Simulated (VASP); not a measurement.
Wanted: the native input for a VASP 6.6.1 run.

| Item | Value |
| --- | --- |
| Task | single point |
| Functional | PBE |
| Dispersion | D3(BJ) |
| Potentials or basis | VASP PAW PBE potentials, release 64 (C) |
| Cutoff | 520 eV |
| k mesh | 12 × 12 × 12 |
| Occupations | gaussian, width 0.02 eV |
| Spin | no spin polarisation |
| Dipole correction | no |
| Further INCAR settings | ALGO = Normal; EDIFF = 1e-06; NBANDS = 11 |

The structure of C lies in POSCAR:

```
C
1.0
    0.0000000000      1.7785228572      1.7785228572
    1.7785228572      0.0000000000      1.7785228572
    1.7785228572      1.7785228572      0.0000000000
C
2
Direct
    0.5000000000      0.5000000000      0.5000000000
    0.7500000000      0.7500000000      0.7500000000
```

One way to write it, as run:

INCAR

```
SYSTEM = C
PREC = Accurate
ENCUT = 520
EDIFF = 1E-6
ISMEAR = 0
SIGMA = 0.02
LREAL = .False.
LASPH = .True.
NELM = 80
ALGO = Normal
ISIF = 2
LWAVE = .False.
LCHARG = .False.
GGA = PE
IVDW = 12
NBANDS = 11
```

KPOINTS

```
regular mesh
0
Gamma
  12 12 12
  0 0 0
```

Potentials or basis: VASP PAW PBE potentials, release 64 (C).

The run is started by

```console
$ cat potpaw_PBE.64/C/POTCAR > POTCAR
$ mpirun -np 1 vasp_std > vasp.out
```

Results of the run:

```
Pressure                   : 0.7 GPa
Band gap on the k mesh     : 4.17 eV, indirect (least direct gap 5.61 eV)
Dispersion energy per atom : -0.193 eV
```

It took 3.5 s on 1 thread of Intel(R) Xeon(R) 6975P-C (Granite Rapids), with other jobs on the host, peak memory 0.13 GiB.
